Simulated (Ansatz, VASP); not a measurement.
# Mg in VASP and in Ansatz

```
CELL_PARAMETERS angstrom
3.31552 0.00000 0.00000
-1.65776 2.87132 0.00000
0.00000 0.00000 10.78556
ATOMIC_POSITIONS crystal
Mg 0.00000 0.00000 0.00000
Mg 0.00000 0.00000 0.50000
Mg 0.33333 0.66667 0.25000
Mg 0.66667 0.33333 0.75000
```

Alike in both runs: task single point; functional RPBE; k mesh 13 × 13 × 4; occupations fermi-dirac, width 0.1 eV; no spin polarisation.

|  | VASP | Ansatz |
| --- | --- | --- |
| version | VASP 6.6.1 | Ansatz 0.2.0 |
| potentials or method | VASP PAW PBE potentials, release 64 (Mg), cutoff 520 eV | plane waves (420 eV) with PAW, scalar-relativistic |
| valence electrons in the cell | 8 | 40 |

```tsv
	VASP	Ansatz	Ansatz less VASP
pressure (GPa)	-2.3	-2.2	+0.17
```

VASP's potentials were made for PBE, not for RPBE. The functional is the same, so the differences come from potentials, cutoffs and numerics. VASP's potentials hold 8 valence electrons a cell and Ansatz's 40, so a difference there can come from the potentials and not from the codes.
